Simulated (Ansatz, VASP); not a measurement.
# MnSb4 in VASP and in Ansatz

File INCAR:

```
SYSTEM = MnSb4
  PREC = Accurate
  ENCUT = 520
  EDIFF = 1E-6
  ISMEAR = -1
  SIGMA = 0.05
  LREAL = .FALSE.
  LASPH = .TRUE.
  NELM = 150
  ALGO = Normal
  ISIF = 2
  LWAVE = .FALSE.
  LCHARG = .TRUE.
  ISPIN = 2
  MAGMOM = 0 0 0 0 5.5
  LORBIT = 11
  LMAXMIX = 4
  GGA = PE
  LELF = .TRUE.
  LVHAR = .TRUE.
  NBANDS = 28
```

The input KPOINTS:

```
Automatic mesh
0
G
  9 9 2
  0 0 0
```

Contents of POSCAR:

```
MnSb4
1.0
    3.0805000000      0.0000000000      0.0000000000
    0.0000000000      3.0805000000      0.0000000000
    0.0000000000      0.0000000000     14.9942030000
Sb Mn
4 1
Direct
    0.0000000000      0.0000000000      0.8196820000
    0.0000000000      0.0000000000      0.6005510000
    0.0000000000      0.0000000000      0.3994490000
    0.0000000000      0.0000000000      0.1803180000
    0.0000000000      0.0000000000      0.0000000000
```

input.yaml

```yaml
crystal:
  lattice:
    - [3.0805, 0.0, 0.0]
    - [0.0, 3.0805, 0.0]
    - [0.0, 0.0, 14.994203]
  atoms:
    - { symbol: Sb, position: [0.0, 0.0, 0.819682] }
    - { symbol: Sb, position: [0.0, 0.0, 0.600551] }
    - { symbol: Sb, position: [0.0, 0.0, 0.399449] }
    - { symbol: Sb, position: [0.0, 0.0, 0.180318] }
    - { symbol: Mn, position: [0.0, 0.0, 0.0], spin: 5.5 }
hamiltonian:
  xc: pbe
  pseudopotentials: { kind: paw }
magnetization:
  spin_polarized: true
kpoints:
  mp_grid: { grid: [9, 9, 2] }
scf:
  occupations: { method: fermi_dirac, width: 0.05 }
output:
  forces: true
  stress: true
  eigenvalues: true
  write_density: true
  write_potential: true
  elf: true
  volumetric_format: npy
```

Alike in both runs: task single point; functional PBE; k mesh 9 × 9 × 2; occupations fermi-dirac, width 0.05 eV; collinear spin.

```csv
,VASP,Ansatz
version,VASP 6.6.1,Ansatz 0.2.0
potentials or method,"VASP PAW PBE potentials, release 64 (Sb, Mn_pv)",Ansatz PAW
plane-wave cutoff (eV),520,420
valence electrons in the cell,33,75
```

|  | VASP | Ansatz | Ansatz less VASP |
| --- | --- | --- | --- |
| gap on the k mesh at the Fermi level (eV) | none | none | - |
| pressure (GPa) | -0.4 | -0.4 | +0.03 |
| traceless stress, the component that is largest in VASP (GPa) | -0.96 | -0.96 | +0.001 |
| rms of the force components (eV/Å) | 0.016 | 0.017 | +0.0005 |
| net moment per atom (μB) | 0.79 | 0.80 | +0.001 |
| size of the moment on the site where the two differ most (μB) | 3.82 | 3.82 | +0.005 |

Site moments also hang on the region over which each program counts them. Atom by atom the forces differ by 0.004 eV/Å (rms over components). A gap of «none» marks a metal or a gap that the smearing closes. VASP's potentials hold 33 valence electrons a cell and Ansatz's 75, so a difference there can come from the potentials and not from the codes.

Spin-orbit coupling is off throughout.
